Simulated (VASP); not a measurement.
# CSe2 (Cmce) in VASP: a series of runs

The runs below take CSe2 through single point, with PBE.

Program: VASP 6.6.1. These are calculated values, not measurements. Logs are shortened: lines on timing, memory, paths and dates and some standing lists are left out, and cuts for length are marked.

**1. The cell of the first run**

Symmetry: Cmce, No. 64, orthorhombic system. The conventional cell has a = 7.140 Å, b = 5.990 Å, c = 9.463 Å, α = 90.00°, β = 90.00°, γ = 90.00°. C (site symmetry 2/m) has 2 Se at 1.71 Å within 2.3 Å. Se (site symmetry m) has 1 C at 1.71 Å within 2.3 Å.

**2. Single point, PBE**

File INCAR:

```
SYSTEM = CSe2
ALGO = Normal
EDIFF = 1E-7
ENCUT = 520
GGA = PE
ISIF = 2
ISMEAR = 0
LASPH = .True.
LCHARG = .False.
LREAL = .False.
LWAVE = .False.
NBANDS = 25
NELM = 60
PREC = Accurate
SIGMA = 0.01
```

File KPOINTS:

```
k-points
0
Gamma
  6 6 4
  0 0 0
```

File POSCAR:

```
CSe2
1.0
    3.5697670000     -2.9947800000      0.0000000000
    3.5697670000      2.9947800000      0.0000000000
    0.0000000000      0.0000000000      9.4626520000
C Se
2 4
Direct
    0.5000000000      0.5000000000      0.5000000000
    0.0000000000      0.0000000000      0.0000000000
    0.7124220000      0.2875780000      0.6206150000
    0.2875780000      0.7124220000      0.3793850000
    0.7875780000      0.2124220000      0.1206150000
    0.2124220000      0.7875780000      0.8793850000
```

Potentials or basis: VASP PAW PBE potentials, release 64 (C, Se).

Run with:

```
cat potpaw_PBE.64/C/POTCAR potpaw_PBE.64/Se/POTCAR > POTCAR
mpirun -np 1 vasp_std > vasp.out
```

OUTCAR:

```text
SYSTEM = CSe2
   EDIFF = 1E-7
   ENCUT = 520
   GGA = PE
   ISIF = 2
   ISMEAR = 0
   LASPH = .True.
   LREAL = .False.
   NELM = 60
   PREC = Accurate

 ion  position               nearest neighbor table
   1  0.500  0.500  0.500-   3 1.71   4 1.71
   2  0.000  0.000  0.000-   5 1.71   6 1.71
   3  0.712  0.288  0.621-   1 1.71
   4  0.288  0.712  0.379-   1 1.71
   5  0.788  0.212  0.121-   2 1.71
   6  0.212  0.788  0.879-   2 1.71

  LATTYP: Found a base centered orthorhombic cell.
 ALAT       =     5.9895600000
 B/A-ratio  =     1.1919964071
 C/A-ratio  =     1.5798576189

  Lattice vectors:

 A1 = (  -3.5697670000,  -2.9947800000,   0.0000000000)
 A2 = (   3.5697670000,  -2.9947800000,   0.0000000000)
 A3 = (   0.0000000000,   0.0000000000,   9.4626520000)

Analysis of symmetry for initial positions (statically):
=====================================================================
 Subroutine PRICEL returns:
 Original cell was already a primitive cell.

 Routine SETGRP: Setting up the symmetry group for a
 base centered orthorhombic supercell.

 Subroutine GETGRP returns: Found  8 space group operations
 (whereof  4 operations were pure point group operations)
 out of a pool of  8 trial point group operations.

The static configuration has the point symmetry C_2h.
 The point group associated with its full space group is D_2h.

Analysis of symmetry for dynamics (positions and initial velocities):
=====================================================================
 Subroutine PRICEL returns:
 Original cell was already a primitive cell.

 Routine SETGRP: Setting up the symmetry group for a
 base centered orthorhombic supercell.

 Subroutine GETGRP returns: Found  8 space group operations
 (whereof  4 operations were pure point group operations)
 out of a pool of  8 trial point group operations.

The dynamic configuration has the point symmetry C_2h.
 The point group associated with its full space group is D_2h.

 Subroutine INISYM returns: Found  8 space group operations
 (whereof  4 operations are pure point group operations),
 and found     1 'primitive' translations

----------------------------------------------------------------------------------------

                                     Primitive cell

  volume of cell :     202.3241

  direct lattice vectors                    reciprocal lattice vectors
     3.569767000 -2.994780000  0.000000000     0.140065164 -0.166957172  0.000000000
     3.569767000  2.994780000  0.000000000     0.140065164  0.166957172  0.000000000
     0.000000000  0.000000000  9.462652000     0.000000000  0.000000000  0.105678619

  length of vectors
     4.659607675  4.659607675  9.462652000     0.217928767  0.217928767  0.105678619

  position of ions in fractional coordinates (direct lattice)
     0.500000000  0.500000000  0.500000000
     0.000000000  0.000000000  0.000000000
     0.712422000  0.287578000  0.620615000
     0.287578000  0.712422000  0.379385000
     0.787578000  0.212422000  0.120615000
     0.212422000  0.787578000  0.879385000

  ion indices of the primitive-cell ions
   primitive index   ion index
                 1           1
                 2           2
                 3           3
                 4           4
                 5           5
                 6           6

----------------------------------------------------------------------------------------

 KPOINTS: k-points

Automatic generation of k-mesh.
 Grid dimensions read from file:
 generate k-points for:    6    6    4

 Generating k-lattice:

  Cartesian coordinates                     Fractional coordinates (reciprocal lattice)
     0.023344194 -0.027826195  0.000000000     0.166666667  0.000000000  0.000000000
     0.023344194  0.027826195  0.000000000     0.000000000  0.166666667  0.000000000
     0.000000000  0.000000000  0.026419655     0.000000000  0.000000000  0.250000000

  Length of vectors
     0.036321461  0.036321461  0.026419655

  Shift w.r.t. Gamma in fractional coordinates (k-lattice)
     0.000000000  0.000000000  0.000000000

 Subroutine IBZKPT returns following result:
 ===========================================

 Found     39 irreducible k-points:

 Following reciprocal coordinates:
            Coordinates               Weight
  0.000000  0.000000  0.000000      1.000000
  0.166667 -0.000000  0.000000      4.000000
  0.333333  0.000000  0.000000      4.000000
  0.500000  0.000000  0.000000      2.000000
  0.166667  0.166667  0.000000      2.000000
  0.333333  0.166667  0.000000      4.000000
[... 16 lines left out ...]
  0.333333  0.333333  0.250000      4.000000
  0.500000  0.333333  0.250000      8.000000
 [... further k-points ...]
   k-points           NKPTS =     39   k-points in BZ     NKDIM =     39   number of bands    NBANDS=     25
   number of dos      NEDOS =    301   number of ions     NIONS =      6
   total plane-waves  NPLWV =  90720
   dimension x,y,z NGX =    36 NGY =   36 NGZ =   70
   dimension x,y,z NGXF=    72 NGYF=   72 NGZF=  140
   ions per type =               2   4
   NGX,Y,Z   is equivalent  to a cutoff of  12.84, 12.84, 12.30 a.u.
   NGXF,Y,Z  is equivalent  to a cutoff of  25.69, 25.69, 24.60 a.u.
 SYSTEM =  CSe2
   PREC   = accura    normal or accurate (medium, high low for compatibility)
   ISTART =      0    job   : 0-new  1-cont  2-samecut
   ICHARG =      2    charge: 1-file 2-atom 10-const
   ISPIN  =      1    spin polarized calculation?
   LNONCOLLINEAR =      F non collinear calculations
   LSORBIT =      F    spin-orbit coupling
   LASPH  =      T    aspherical Exc in radial PAW
   ENCUT  =  520.0 eV  38.22 Ry    6.18 a.u.   8.66  8.66 17.59*2*pi/ulx,y,z
   NELM   =     60;   NELMIN=  2; NELMDL= -5     # of ELM steps
   EDIFF  = 0.1E-06   stopping-criterion for ELM
   LREAL  =      F    real-space projection
   EDIFFG = 0.1E-05   stopping-criterion for IOM
   NSW    =      0    number of steps for IOM
   IBRION =     -1    ionic relax: 0-MD 1-quasi-New 2-CG
   NFREE  =      0    steps in history (QN), initial steepest desc. (CG)
   ISIF   =      2    stress and relaxation
   ISYM   =      2    0-nonsym 1-usesym 2-fastsym
   POTIM  = 0.5000    time-step for ionic-motion
   TEBEG  =    0.0;   TEEND  =   0.0 temperature during run
   PSTRESS=    0.0 pullay stress
   NELECT =      32.0000    total number of electrons
   NUPDOWN=      -1.0000    fix difference up-down
   EMIN   =  10.00;   EMAX   =-10.00  energy-range for DOS
   EFERMI =   0.00;   METHOD = LEGACY
   ISMEAR =     0;   SIGMA  =   0.01  broadening in eV -4-tet -1-fermi 0-gaus
   EFERMI_NEDOS =   21; number of points for ismear=-14 and -15
   IALGO  =     38    algorithm
   IMIX   =      4    mixing-type and parameters
     AMIX     =   0.40;   BMIX     =  1.00
     AMIX_MAG =   1.60;   BMIX_MAG =  1.00
  volume/ion in A,a.u.               =      33.72       227.56
  Fermi-wavevector in a.u.,A,eV,Ry     =   0.885338  1.673046 10.664556  0.783823
  Thomas-Fermi vector in A             =   2.006358
   LORBIT       =      0    0 simple, 1 ext, 2 COOP (PROOUT), +10 PAW based schemes
   GGA     = PE    functional components
   LHFCALC =     F    Hartree Fock is set to
   AEXX    =    0.0000 exact exchange contribution
   IVDW    =     0    specifies the selected vdW correction
   LEPSILON=     F    determine dielectric tensor
   LRPA    =     F    only Hartree local field effects (RPA)
 non-spin polarized calculation
 Gauss-broadening in eV      SIGMA  =   0.01
  energy-cutoff  :      520.00
  volume of cell :      202.32
 maximum number of plane-waves:      5476
 NGX is ok and might be reduce to    36
   NGX = 17   NGY = 17   NGZ = 35

 number of electron      32.0000001 magnetization

 Free energy of the ion-electron system (eV)
  ---------------------------------------------------
  ext. energy  EPLUGINS =         0.00000000
  ---------------------------------------------------
  free energy    TOTEN  =       -28.46648723 eV

  energy without entropy =      -28.46648723  energy(sigma->0) =      -28.46648723

 E-fermi :  -0.8964     XC(G=0):  -7.0182

 val. band max:       -0.9371562075   @ k =   0.5000   0.5000   0.0000
 cond. band min:       1.4138754076   @ k =   0.0000   0.0000   0.0000
 fundamental gap:      2.3510316151
 Fermi energy:        -0.8964030025

 k-point     1 :       0.0000    0.0000    0.0000
  band No.  band energies     occupation
      1     -15.7332      2.00000
      2     -15.6223      2.00000
      3     -13.8629      2.00000
      4     -13.6972      2.00000
      5      -8.0992      2.00000
      6      -7.8305      2.00000
[... 17 lines left out ...]
     24       5.9577      0.00000
     25       6.5762      0.00000

 k-point     2 :       0.1667   -0.0000    0.0000
  band No.  band energies     occupation
      1     -15.7081      2.00000
      2     -15.6110      2.00000
      3     -13.8624      2.00000
      4     -13.7206      2.00000
      5      -8.0874      2.00000
      6      -7.8414      2.00000
[... 17 lines left out ...]
     24       5.6987      0.00000
     25       6.7635      0.00000

 k-point     3 :       0.3333    0.0000    0.0000
  band No.  band energies     occupation
      1     -15.6507      2.00000
      2     -15.5934      2.00000
      3     -13.8557      2.00000
      4     -13.7761      2.00000
      5      -8.0415      2.00000
      6      -7.8829      2.00000
[... 17 lines left out ...]
     24       5.5482      0.00000
     25       6.4980      0.00000

 k-point     4 :       0.5000    0.0000    0.0000
  band No.  band energies     occupation
      1     -15.6027      2.00000
      2     -15.6027      2.00000
      3     -13.8288      2.00000
      4     -13.8288      2.00000
      5      -7.9606      2.00000
      6      -7.9606      2.00000
[... 17 lines left out ...]
     24       5.7773      0.00000
     25       6.6516      0.00000

 k-point     5 :       0.1667    0.1667    0.0000
  band No.  band energies     occupation
      1     -15.7004      2.00000
      2     -15.5998      2.00000
      3     -13.8563      2.00000
      4     -13.7150      2.00000
      5      -8.0891      2.00000
      6      -7.8854      2.00000
[... 17 lines left out ...]
     24       6.1090      0.00000
     25       6.3542      0.00000

 k-point     6 :       0.3333    0.1667    0.0000
  band No.  band energies     occupation
      1     -15.6564      2.00000
      2     -15.5782      2.00000
      3     -13.8509      2.00000
      4     -13.7505      2.00000
      5      -8.0603      2.00000
      6      -7.9309      2.00000
[... 17 lines left out ...]
     24       6.2104      0.00000
     25       6.3497      0.00000
[... 393 lines left out ...]
 k-point    21 :      -0.3333    0.1667    0.2500
  band No.  band energies     occupation
      1     -15.6109      2.00000
      2     -15.5959      2.00000
      3     -13.8413      2.00000
      4     -13.8140      2.00000
      5      -8.0004      2.00000
      6      -7.9081      2.00000
[... 17 lines left out ...]
     24       6.2620      0.00000
     25       6.5715      0.00000

 k-point    22 :      -0.1667    0.1667    0.2500
  band No.  band energies     occupation
      1     -15.6615      2.00000
      2     -15.6128      2.00000
      3     -13.8477      2.00000
      4     -13.7752      2.00000
      5      -8.0325      2.00000
      6      -7.8699      2.00000
[... 17 lines left out ...]
     24       6.1440      0.00000
     25       6.8977      0.00000

 k-point    23 :       0.3333    0.3333    0.2500
  band No.  band energies     occupation
      1     -15.6223      2.00000
      2     -15.5664      2.00000
      3     -13.8293      2.00000
      4     -13.7635      2.00000
      5      -8.0539      2.00000
      6      -8.0044      2.00000
[... 17 lines left out ...]
     24       6.3004      0.00000
     25       6.7898      0.00000

 k-point    24 :       0.5000    0.3333    0.2500
  band No.  band energies     occupation
      1     -15.5957      2.00000
      2     -15.5543      2.00000
      3     -13.8301      2.00000
      4     -13.7879      2.00000
      5      -8.0261      2.00000
      6      -8.0176      2.00000
[... 17 lines left out ...]
     24       6.2988      0.00000
     25       7.0109      0.00000

 [... further k-points ...]
[... 5 lines left out ...]
  --------------------------------------------------------------------------------------
  -------------------------------------------------------------------------------------
  Total        0.4249549      0.1986385      0.1860590      0.0000000      0.0000000      0.0000000
  in kB        3.3651602      1.5729914      1.4733761      0.0000000      0.0000000      0.0000000
  external PRESSURE =       2.1371759 kB  Pullay stress =       0.0000000 kB

 VOLUME and BASIS-vectors are now :
 -----------------------------------------------------------------------------
  energy-cutoff  :      520.00
  volume of cell :      202.32
      direct lattice vectors                 reciprocal lattice vectors
     3.569767000 -2.994780000  0.000000000     0.140065164 -0.166957172  0.000000000
     3.569767000  2.994780000  0.000000000     0.140065164  0.166957172  0.000000000
     0.000000000  0.000000000  9.462652000     0.000000000  0.000000000  0.105678619

 POSITION                                       TOTAL-FORCE (eV/Angst)
 -----------------------------------------------------------------------------------
      3.56977      0.00000      4.73133         0.000000      0.000000      0.000000
      0.00000      0.00000      0.00000        -0.000000      0.000000      0.000000
      3.56977     -1.27231      5.87266         0.000000      0.046377     -0.025373
      3.56977      1.27231      3.58999         0.000000     -0.046377      0.025373
      3.56977     -1.72247      1.14134         0.000000     -0.046377     -0.025373
      3.56977      1.72247      8.32131         0.000000      0.046377      0.025373
 -----------------------------------------------------------------------------------
    total drift:                                0.000000     -0.000000      0.000000

  FREE ENERGIE OF THE ION-ELECTRON SYSTEM (eV)
  ---------------------------------------------------
  free  energy   TOTEN  =       -28.4664872340 eV

  energy  without entropy=      -28.4664872340  energy(sigma->0) =      -28.46648723
```

It took 3.4 min on 1 thread of Intel Xeon Platinum 8259CL at 2.50GHz (Skylake/Cascade Lake), shared host; peak memory 0.36 GiB.

Results:

```yaml
Free_energy: -28.4665 eV
Pressure: 0.2 GPa
Largest_force: 0.053 eV/Å
Band_gap_on_the_k_mesh: 2.35 eV, indirect (least direct gap 2.46 eV)
```

Forces in eV/Å, atoms in the order of the input:
```
C    0.000  0.000  0.000
C    0.000  0.000  0.000
Se   0.000  0.046 -0.025
Se   0.000 -0.046  0.025
Se   0.000 -0.046 -0.025
Se   0.000  0.046  0.025
```

**3. Single point, PBE**

File INCAR:

```
PREC = Accurate
ENCUT = 520
EDIFF = 1E-7
ISMEAR = 0
SIGMA = 0.01
LREAL = False
LASPH = True
NELM = 80
ALGO = Normal
ISIF = 2
LWAVE = False
LCHARG = False
GGA = PE
NBANDS = 25
```

File KPOINTS:

```
regular mesh
0
Gamma
  6 6 4
```

POSCAR is that of step 2.

Potentials or basis: VASP PAW PBE potentials, release 64 (C, Se).

Run with:

```
cat potpaw_PBE.64/C/POTCAR potpaw_PBE.64/Se/POTCAR > POTCAR
mpirun -np 1 vasp_std > vasp.out
```

Wall time 3.6 min (1 thread of Intel Xeon Platinum 8259CL at 2.50GHz (Skylake/Cascade Lake), shared host); peak memory 0.36 GiB.

It converged, with:

```
Free energy            : -28.4665 eV
Pressure               : 0.2 GPa
Largest force          : 0.053 eV/Å
Band gap on the k mesh : 2.35 eV, indirect (least direct gap 2.46 eV)
```

Forces in eV/Å, atoms in the order of the input:
```
C    0.000  0.000  0.000
C    0.000  0.000  0.000
Se   0.000  0.046 -0.025
Se   0.000 -0.046  0.025
Se   0.000 -0.046 -0.025
Se   0.000  0.046  0.025
```

Stress tensor (GPa, compression positive):
```
0.34 0.00 0.00
0.00 0.16 0.00
0.00 0.00 0.15
```

Levels at points of the mesh, in eV from the valence-band top:
```tsv
k point	band 12	band 13	band 14	band 15	band 16	band 17	band 18	band 19	band 20	band 21
(0.00, 0.00, 0.00)	-2.45	-1.03	-0.77	-0.72	-0.38	2.35	2.59	2.88	3.29	4.24
(0.50, 0.00, 0.00)	-2.68	-0.63	-0.63	-0.26	-0.26	2.51	2.51	2.82	2.82	5.23
(0.50, 0.50, 0.00)	-2.80	-1.20	-0.96	-0.59	0.00	2.46	2.51	3.39	3.51	4.83
(0.00, 0.00, 0.50)	-2.48	-0.87	-0.87	-0.56	-0.56	2.62	2.62	2.89	2.89	5.23
(0.50, 0.00, 0.50)	-2.65	-0.73	-0.73	-0.22	-0.22	2.46	2.46	2.92	2.92	5.08
(0.50, 0.50, 0.50)	-2.95	-0.92	-0.92	-0.50	-0.50	2.98	2.98	3.01	3.01	5.25
```

A k mesh can miss the band edges.
